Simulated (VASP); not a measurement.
KCl: vibrations by perturbation theory with PBEsol

KCl:

```xyz
2
Lattice="2.7835 2.7835 0.0000 -2.7835 2.7835 0.0000 0.0000 2.7835 2.7835" Properties=species:S:1:pos:R:3 pbc="T T T"
K     0.0000    0.0000    0.0000
Cl    0.0000    2.7835    0.0000
```

| Property | Result |
| --- | --- |
| Program | VASP 6.6.1 |
| Task | vibrations by perturbation theory |
| Functional | PBEsol |
| Potentials or basis | VASP PAW PBE potentials, release 64 (K_sv, Cl) |
| Cutoff | 520 eV |
| k mesh | 6 × 6 × 6 |
| Occupations | gaussian, width 0.01 eV |
| Spin | no spin polarisation |
| Dipole correction | no |
| Further INCAR settings | ALGO = Normal; EDIFF = 1e-08; IBRION = 8; NSW = 1 |

```json
{"Highest phonon frequency at Γ, LO-TO splitting left out": "275 cm⁻¹"}
```

Phonon frequencies in cm⁻¹ (negative: imaginary):
```csv
q point,frequencies
"(0.000, 0.000, 0.000)",0 0 0 275 275 275
```

Run time: 98 s on 1 thread of Intel(R) Xeon(R) Platinum 8488C (Sapphire Rapids), with other jobs on the host, peak memory 0.21 GiB.

Caveat: the cell stands under pressure or tension, which shifts response properties.
